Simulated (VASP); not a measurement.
Input of a VASP 6.6.1 run:

The input INCAR:

```
SYSTEM = Sn
ALGO = Normal ; EDIFF = 1E-6
ENCUT = 520 ; GGA = PE
GGA_COMPAT = .FALSE. ; ISIF = 2
ISMEAR = -1 ; LASPH = .TRUE.
LCHARG = .FALSE. ; LORBIT = 11
LORBMOM = .TRUE. ; LREAL = .FALSE.
LSORBIT = .TRUE. ; LWAVE = .FALSE.
MAGMOM = 0 0 0 0 0 0 ; NBANDS = 40
NELM = 150 ; PREC = Accurate
SIGMA = 0.02
```

File KPOINTS:

```
k-points
0
G
  6 6 6
  0 0 0
```

POSCAR

```
Sn
1.0
    0.0000000000      3.2844880277      3.2844880277
    3.2844880277      0.0000000000      3.2844880277
    3.2844880277      3.2844880277      0.0000000000
Sn
2
Direct
    0.0000000000      0.0000000000      0.0000000000
    0.2500000000      0.2500000000      0.2500000000
```

Potentials or basis: VASP PAW PBE potentials, release 64 (Sn_d).

Launch:

```sh
$ cat potpaw_PBE.64/Sn_d/POTCAR > POTCAR
$ mpirun -np 1 vasp_ncl > vasp.out
```

What does it give for the pressure?

1.5 GPa.

Estimate the net moment.

0.00 μB per cell.

Moments on the atoms (μB; x, y, z):
```
Sn  0.00 0.00 0.00
Sn  0.00 0.00 0.00
```
